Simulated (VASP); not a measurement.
A run of VASP 6.6.1:

File INCAR:

```
  PREC = Accurate
  ENCUT = 520
  EDIFF = 1E-6
  ISMEAR = 0
  SIGMA = 0.1
  LREAL = False
  LASPH = True
  NELM = 60
  ALGO = Fast
  ISIF = 2
  LWAVE = False
  LCHARG = False
  GGA = PE
  NBANDS = 40
```

File KPOINTS:

```
regular mesh
0
Gamma
  10 10 10
```

Contents of POSCAR:

```
Os2Rh
1.0
    0.0000000000      3.5973635282      3.5973635282
    3.5973635282      0.0000000000      3.5973635282
    3.5973635282      3.5973635282      0.0000000000
Os Rh
4 2
Direct
    0.1250000000      0.1250000000      0.1250000000
    0.6250000000      0.1250000000      0.1250000000
    0.1250000000      0.1250000000      0.6250000000
    0.1250000000      0.6250000000      0.1250000000
    0.5000000000      0.5000000000      0.5000000000
    0.7500000000      0.7500000000      0.7500000000
```

Potentials or basis: VASP PAW PBE potentials, release 64 (Os, Rh_pv).

Launch:

```console
$ cat potpaw_PBE.64/Os/POTCAR potpaw_PBE.64/Rh_pv/POTCAR > POTCAR
$ mpirun -np 1 vasp_std > vasp.out
```

Hardware: 1 thread of Intel(R) Xeon(R) 6975P-C (Granite Rapids) (shared host).

Q: How long does it take, and how much memory?

A: Run time: 2.7 min on 1 thread of Intel(R) Xeon(R) 6975P-C (Granite Rapids), with other jobs on the host, peak memory 0.33 GiB. Counts: scf iterations 24, k points 47.
